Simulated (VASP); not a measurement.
# LaHg: electric field gradients with LDA

The system is LaHg.

```
CELL_PARAMETERS angstrom
3.91225 0.00000 0.00000
0.00000 3.91225 0.00000
0.00000 0.00000 3.91225
ATOMIC_POSITIONS crystal
La 0.50000 0.50000 0.50000
Hg 0.00000 0.00000 0.00000
```

This cell differs from its parent crystal: volume scaled by 1.06.

| Property | Result |
| --- | --- |
| Program | VASP 6.6.1 |
| Task | electric field gradients |
| Functional | LDA |
| Potentials or basis | VASP PAW LDA potentials, release 64 (La, Hg) |
| Cutoff | 400 eV |
| k mesh | 11 × 11 × 11 |
| Occupations | fermi-dirac, width 0.08 eV |
| Spin | no spin polarisation |
| Dipole correction | no |
| Further INCAR settings | ALGO = Normal; EDIFF = 1e-08; NBANDS = 18 |

The pressure is -4.6 GPa.

Levels at points of the mesh, in eV from the Fermi level:
| k point | band 8 | band 9 | band 10 | band 11 | band 12 | band 13 | band 14 | band 15 | band 16 | band 17 |
| --- | --- | --- | --- | --- | --- | --- | --- | --- | --- | --- |
| (0.00, 0.00, 0.00) | -7.09 | -7.09 | -6.88 | -0.04 | -0.04 | 1.24 | 1.24 | 1.24 | 1.34 | 1.34 |

Run time: 28 s on 1 thread of Intel(R) Xeon(R) 6975P-C (Granite Rapids), on a shared host, peak memory 0.18 GiB.

Caveat: without QUAD_EFG the Cq values of the log hold for a quadrupole moment of 1 mb, not for the nuclei; spin-orbit coupling is left out, which moves the levels of the heavy elements.
